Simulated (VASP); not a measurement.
# Mg2C (P1) in VASP: single point with PBE

Aim: the single point of Mg2C with PBE.

Everything below comes from runs of VASP 6.6.1. Logs are shortened: lines on timing, memory, paths and dates and some standing lists are left out, and cuts for length are marked.

### 1 The cell of the first run

The typed cell holds 24 atoms: a = 7.668 Å, b = 7.668 Å, c = 7.668 Å, α = 60.00°, β = 60.00°, γ = 60.00°.

### 2 Single point, PBE

INCAR reads:

```
PREC = Accurate ; ENCUT = 520
EDIFF = 1E-7 ; ISMEAR = -1
SIGMA = 0.026 ; LREAL = Auto
LASPH = True ; NELM = 100
ALGO = Normal ; ISIF = 2
LWAVE = False ; LCHARG = False
GGA = PE ; NBANDS = 50
```

KPOINTS reads:

```
regular mesh
0
Gamma
  2 2 2
```

POSCAR reads:

```
Mg2C
1.0
    0.0000000000      5.4218852363      5.4218852363
    5.4218852363      0.0000000000      5.4218852363
    5.4218852363      5.4218852363      0.0000000000
C Mg
8 16
Direct
   -0.0055194824     -0.0038366729      0.0097508519
   -0.0023640301      0.0049732701      0.4977234638
    0.0190618199      0.4965787512     -0.0077827173
   -0.0000466627      0.4947006222      0.4988973175
    0.5017626492     -0.0025534476      0.0007042753
    0.4911155224     -0.0004066851      0.5130174983
    0.5006100981      0.4935439212      0.0101474852
    0.4920167771      0.5160117520      0.5033357183
    0.1251186572      0.1203033579      0.1233500841
    0.3670982349      0.3814013779      0.3769171443
    0.1211848778      0.1226679413      0.6357114453
    0.3790090366      0.3598645886      0.8720665034
    0.1389019625      0.6372968717      0.1091313213
    0.3623854830      0.8700362133      0.3859145682
    0.1118268782      0.6179856921      0.6335053861
    0.3952643604      0.8885403859      0.8603206812
    0.6137142073      0.1246935283      0.1290357449
    0.8918567600      0.3778667218      0.3639479469
    0.6434565373      0.1263391736      0.6089449253
    0.8631087336      0.3730599988      0.8872294950
    0.6192548078      0.6249393619      0.1419357781
    0.8768321890      0.8671038384      0.3650175933
    0.6167233083      0.6307861290      0.6185237890
    0.8759262310      0.8776031385      0.8757008482
```

Potentials or basis: VASP PAW PBE potentials, release 64 (C, Mg).

Run with:

```sh
cat potpaw_PBE.64/C/POTCAR potpaw_PBE.64/Mg/POTCAR > POTCAR
mpirun -np 1 vasp_std > vasp.out
```

OUTCAR:

```text
PREC = Accurate
   ENCUT = 520
   EDIFF = 1E-7
   ISMEAR = -1
   LREAL = Auto
   LASPH = True
   NELM = 100
   ISIF = 2
   GGA = PE

 ion  position               nearest neighbor table
   1  0.994  0.996  0.010-  22 2.23  13 2.25   9 2.31  24 2.32  11 2.34  20 2.36  17 2.38  16 2.52

   2  0.998  0.005  0.498-  19 2.22  14 2.29  18 2.34   9 2.34  24 2.37  11 2.38  15 2.42  22 2.45

   3  0.019  0.497  0.992-  15 2.25  12 2.26  18 2.33   9 2.36  13 2.37  24 2.39  20 2.42  21 2.51
[... 29 lines left out ...]
  18  0.892  0.378  0.364-   4 2.26   3 2.33   2 2.34   8 2.50  21 2.69   9 2.70  19 2.71  11 2.72
                            13 2.75  23 2.76
  19  0.643  0.126  0.609-   2 2.22   6 2.36   8 2.45   5 2.45  16 2.64  12 2.70  24 2.71  18 2.71
                            22 2.73  10 2.76
  20  0.863  0.373  0.887-   7 2.27   1 2.36   3 2.42   4 2.43  15 2.68  17 2.70   9 2.70  11 2.72
                            21 2.75  23 2.79
  21  0.619  0.625  0.142-   8 2.26   5 2.33   7 2.39   3 2.51  14 2.65  18 2.69  10 2.69  20 2.75
                            16 2.75  24 2.76
  22  0.877  0.867  0.365-   1 2.23   4 2.33   6 2.42   2 2.45  13 2.64  23 2.69  17 2.71   9 2.72
                            19 2.73  15 2.73
  23  0.617  0.631  0.619-   8 2.22   6 2.31   4 2.40   7 2.45  14 2.64  22 2.69  16 2.72  18 2.76
                            12 2.76  20 2.79
  24  0.876  0.878  0.876-   1 2.32   5 2.34   2 2.37   3 2.39  11 2.66  13 2.69  19 2.71  17 2.71
                            15 2.72  21 2.76

  LATTYP: Found a face centered cubic cell.
 ALAT       =    10.8437704726

  Lattice vectors:

 A1 = (   0.0000000000,   5.4218852363,   5.4218852363)
 A2 = (   5.4218852363,   0.0000000000,   5.4218852363)
 A3 = (   5.4218852363,   5.4218852363,   0.0000000000)

Analysis of symmetry for initial positions (statically):
=====================================================================
 Subroutine PRICEL returns:
 Original cell was already a primitive cell.

 Routine SETGRP: Setting up the symmetry group for a
 face centered cubic supercell.

 Subroutine GETGRP returns: Found  1 space group operations
 (whereof  1 operations were pure point group operations)
 out of a pool of 48 trial point group operations.

The static configuration has the point symmetry C_1 .

Analysis of symmetry for dynamics (positions and initial velocities):
=====================================================================
 Subroutine PRICEL returns:
 Original cell was already a primitive cell.

 Routine SETGRP: Setting up the symmetry group for a
 face centered cubic supercell.

 Subroutine GETGRP returns: Found  1 space group operations
[... 137 lines left out ...]
   ISYM   =      2    0-nonsym 1-usesym 2-fastsym
   POTIM  = 0.5000    time-step for ionic-motion
   TEBEG  =    0.0;   TEEND  =   0.0 temperature during run
   PSTRESS=    0.0 pullay stress
   NELECT =      64.0000    total number of electrons
   NUPDOWN=      -1.0000    fix difference up-down
   EMIN   =  10.00;   EMAX   =-10.00  energy-range for DOS
   EFERMI =   0.00;   METHOD = LEGACY
   ISMEAR =    -1;   SIGMA  =   0.03  broadening in eV -4-tet -1-fermi 0-gaus
   EFERMI_NEDOS =   21; number of points for ismear=-14 and -15
   IALGO  =     38    algorithm
   IMIX   =      4    mixing-type and parameters
     AMIX     =   0.40;   BMIX     =  1.00
     AMIX_MAG =   1.60;   BMIX_MAG =  1.00
  volume/ion in A,a.u.               =      13.28        89.63
  Fermi-wavevector in a.u.,A,eV,Ry     =   0.958608  1.811507 12.502799  0.918930
  Thomas-Fermi vector in A             =   2.087731
   LORBIT       =      0    0 simple, 1 ext, 2 COOP (PROOUT), +10 PAW based schemes
   GGA     = PE    functional components
   LHFCALC =     F    Hartree Fock is set to
   AEXX    =    0.0000 exact exchange contribution
   IVDW    =     0    specifies the selected vdW correction
   LEPSILON=     F    determine dielectric tensor
   LRPA    =     F    only Hartree local field effects (RPA)
 non-spin polarized calculation
  energy-cutoff  :      520.00
  volume of cell :      318.77
 maximum number of plane-waves:      8616
 NGX is ok and might be reduce to    60
   NGX = 29   NGY = 29   NGZ = 29

 number of electron      64.0000000 magnetization

 Free energy of the ion-electron system (eV)
  ---------------------------------------------------
  ext. energy  EPLUGINS =         0.00000000
  ---------------------------------------------------
  free energy    TOTEN  =       -90.81323556 eV

  energy without entropy =      -90.81323375  energy(sigma->0) =      -90.81323466

 E-fermi :   4.1360     XC(G=0):  -9.9304

 val. band max:        3.8271439478   @ k =   0.0000   0.0000   0.0000
 cond. band min:       4.4347515839   @ k =   0.0000   0.0000   0.0000
 fundamental gap:      0.6076076361
 Fermi energy:         4.1360310327

 k-point     1 :       0.0000    0.0000    0.0000
  band No.  band energies     occupation
      1      -6.9171      2.00000
      2      -5.4444      2.00000
      3      -5.4136      2.00000
      4      -5.3408      2.00000
      5      -5.2995      2.00000
      6      -4.9328      2.00000
[... 365 lines left out ...]
     43       8.7350      0.00000
     44       8.7693      0.00000
 [bands above 44 left out]

------------------------ aborting loop because EDIFF is reached ----------------------------------------

  FORCE on cell =-STRESS in cart. coord.  units (eV):
  Direction    XX          YY          ZZ          XY          YZ          ZX
  --------------------------------------------------------------------------------------
  -------------------------------------------------------------------------------------
  Total        4.5305236      4.5588826      4.8626322     -0.0506994      0.3208918     -0.6673613
  in kB       22.7707861     22.9133207     24.4399915     -0.2548193      1.6128287     -3.3542130
  external PRESSURE =      23.3746994 kB  Pullay stress =       0.0000000 kB

 VOLUME and BASIS-vectors are now :
 -----------------------------------------------------------------------------
  energy-cutoff  :      520.00
  volume of cell :      318.77
      direct lattice vectors                 reciprocal lattice vectors
     0.000000000  5.421885236  5.421885236    -0.092218846  0.092218846  0.092218846
     5.421885236  0.000000000  5.421885236     0.092218846 -0.092218846  0.092218846
     5.421885236  5.421885236  0.000000000     0.092218846  0.092218846 -0.092218846

 POSITION                                       TOTAL-FORCE (eV/Angst)
 -----------------------------------------------------------------------------------
      5.45395      5.44483     10.79304        -0.156601     -0.332480      0.373430
      2.72556      8.10767      5.43603        -0.162271      0.128529     -0.085281
      8.07208      5.48304      2.79574         0.380173     -0.370179     -0.637519
      5.38717      8.12660      8.10384         0.380793     -0.000789      0.153029
      5.41186      2.72432      8.12854         0.025513      0.100443      0.090081
      8.20120      5.44429      8.08245        -0.489605     -0.294098      0.489237
[... 16 lines left out ...]
      6.77361      6.69737      6.76385         0.134285      0.728536     -0.197343
      9.50621      9.49712      9.50743        -0.152353     -0.013419     -0.367875
 -----------------------------------------------------------------------------------
    total drift:                               -0.001353      0.004381     -0.003930

  FREE ENERGIE OF THE ION-ELECTRON SYSTEM (eV)
  ---------------------------------------------------
  free  energy   TOTEN  =       -90.8132355589 eV

  energy  without entropy=      -90.8132337545  energy(sigma->0) =      -90.81323466
```

It took 4 min on 1 thread of Intel Xeon Platinum 8488C (Sapphire Rapids), shared host; peak memory 0.49 GiB.

What came out:

- Free energy: -90.8132 eV
- Pressure: 2.3 GPa
- Largest force: 0.967 eV/Å
- Band gap on the k mesh: 0.61 eV

Forces on the atoms (eV/Å):
```
C   -0.157 -0.332  0.373
C   -0.162  0.129 -0.085
C    0.380 -0.370 -0.638
C    0.381 -0.001  0.153
C    0.026  0.100  0.090
C   -0.490 -0.294  0.489
C   -0.046 -0.159  0.309
C   -0.830  0.114 -0.483
Mg   0.204  0.079 -0.087
Mg  -0.229  0.214 -0.164
Mg  -0.045 -0.111  0.218
Mg   0.528 -0.171  0.470
Mg  -0.599  0.151 -0.236
Mg   0.389 -0.272  0.260
Mg   0.162  0.051  0.407
Mg  -0.071  0.326 -0.807
Mg   0.253  0.238 -0.027
Mg   0.085  0.122  0.079
Mg   0.121 -0.300  0.049
Mg   0.038 -0.192  0.062
Mg  -0.478 -0.302  0.227
Mg   0.558  0.266 -0.095
Mg   0.134  0.729 -0.197
Mg  -0.152 -0.013 -0.368
```

Stress tensor (GPa, compression positive):
```
 2.28 -0.03 -0.34
-0.03  2.29  0.16
-0.34  0.16  2.44
```

Levels at points of the mesh, in eV from the valence-band top:
| k point | band 28 | band 29 | band 30 | band 31 | band 32 | band 33 | band 34 | band 35 | band 36 | band 37 |
| --- | --- | --- | --- | --- | --- | --- | --- | --- | --- | --- |
| (0.00, 0.00, 0.00) | -0.39 | -0.36 | -0.04 | -0.03 | 0.00 | 0.61 | 0.69 | 0.76 | 1.43 | 3.31 |
| (0.50, 0.00, 0.00) | -1.03 | -0.29 | -0.26 | -0.26 | -0.24 | 2.37 | 2.42 | 2.53 | 2.58 | 2.59 |
| (0.00, 0.50, 0.00) | -1.01 | -0.34 | -0.31 | -0.20 | -0.17 | 2.42 | 2.46 | 2.49 | 2.55 | 2.63 |
| (0.00, 0.00, 0.50) | -1.03 | -0.29 | -0.27 | -0.24 | -0.21 | 2.46 | 2.48 | 2.49 | 2.50 | 2.61 |
| (0.50, 0.50, 0.50) | -1.04 | -0.30 | -0.28 | -0.22 | -0.21 | 2.44 | 2.48 | 2.52 | 2.54 | 2.56 |
| (0.50, 0.50, 0.00) | -0.91 | -0.55 | -0.51 | -0.48 | -0.46 | 2.74 | 2.78 | 3.14 | 3.15 | 3.92 |
| (0.00, 0.50, 0.50) | -0.85 | -0.58 | -0.54 | -0.44 | -0.41 | 2.70 | 2.82 | 3.10 | 3.19 | 3.94 |
| (0.50, 0.00, 0.50) | -0.89 | -0.54 | -0.51 | -0.48 | -0.44 | 2.72 | 2.79 | 3.13 | 3.16 | 3.91 |

Caveat: the k points lie up to 0.50 Å⁻¹ apart.
